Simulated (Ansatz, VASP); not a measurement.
## Two plane-wave programs on Ge2Sb2Te5

```
Ge Sb Te
1.0
     4.26400    0.00000    0.00000
    -2.13200    3.69273    0.00000
     0.00000    0.00000   18.68940
Ge Sb Te
2 2 5
Direct
  0.00000 0.00000 0.33147
  0.00000 0.00000 0.66853
  0.33333 0.66667 0.11216
  0.66667 0.33333 0.88784
  0.00000 0.00000 0.00000
  0.33333 0.66667 0.79136
  0.66667 0.33333 0.20864
  0.33333 0.66667 0.40975
  0.66667 0.33333 0.59025
```

Alike in both runs: task single point; functional PBE; k mesh 9 × 9 × 2; occupations gaussian, width 0.03 eV; no spin polarisation.

|  | VASP | Ansatz |
| --- | --- | --- |
| version | VASP 6.6.1 | Ansatz 0.2.0 |
| potentials or method | VASP PAW PBE potentials, release 64 (Ge_d, Sb, Te), cutoff 520 eV | scalar-relativistic, plane waves, PAW |
| valence electrons in the cell | 68 | 138 |

|  | VASP | Ansatz | Ansatz less VASP |
| --- | --- | --- | --- |
| gap on the k mesh at the Fermi level (eV) | 0.07 | 0.07 | -0.002 |
| least direct gap on the mesh (eV) | 0.14 | 0.14 | -0.003 |
| pressure (GPa) | -1.4 | -1.3 | +0.02 |
| traceless stress, the component that is largest in VASP (GPa) | -0.68 | -0.68 | -0.004 |
| rms of the force components (eV/Å) | 0.114 | 0.120 | +0.0064 |

Atom by atom the forces differ by 0.007 eV/Å (rms over components). VASP's potentials hold 68 valence electrons a cell and Ansatz's 138, so a difference there can come from the potentials and not from the codes.

Neither program's run includes spin-orbit coupling.
